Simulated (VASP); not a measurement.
Here is a VASP 6.6.1 calculation.

The input INCAR:

```
ALGO     = Fast           # electronic algorithm
EDIFF    = 1E-6           # SCF threshold, eV
ENCUT    = 520            # plane-wave cutoff, eV
GGA      = PE             # functional
ISIF     = 2              # what is computed and relaxed
ISMEAR   = 0              # smearing method
LASPH    = T              # aspherical terms in the spheres
LCHARG   = F              # write CHGCAR
LREAL    = F              # projectors in reciprocal space
LWAVE    = F              # write WAVECAR
NBANDS   = 14             # bands
NELM     = 80             # most SCF steps
PREC     = Accurate       # precision mode
SIGMA    = 0.028000000000000004 # smearing width, eV
```

Contents of KPOINTS:

```
k-points
0
Gamma
  8 8 8
```

POSCAR

```
TiAl
1.0
    3.1790640000      0.0000000000      0.0000000000
    0.0000000000      3.1790640000      0.0000000000
    0.0000000000      0.0000000000      3.1790640000
Ti Al
1 1
Direct
    0.0000000000      0.0000000000      0.0000000000
    0.5000000000      0.5000000000      0.5000000000
```

Potentials or basis: VASP PAW PBE potentials, release 64 (Ti_sv, Al).

Launch:

```console
$ cat potpaw_PBE.64/Ti_sv/POTCAR potpaw_PBE.64/Al/POTCAR > POTCAR
$ mpirun -np 1 vasp_std > vasp.out
```

**Question.** Predict the pressure.

**Answer.** 0.7 GPa.
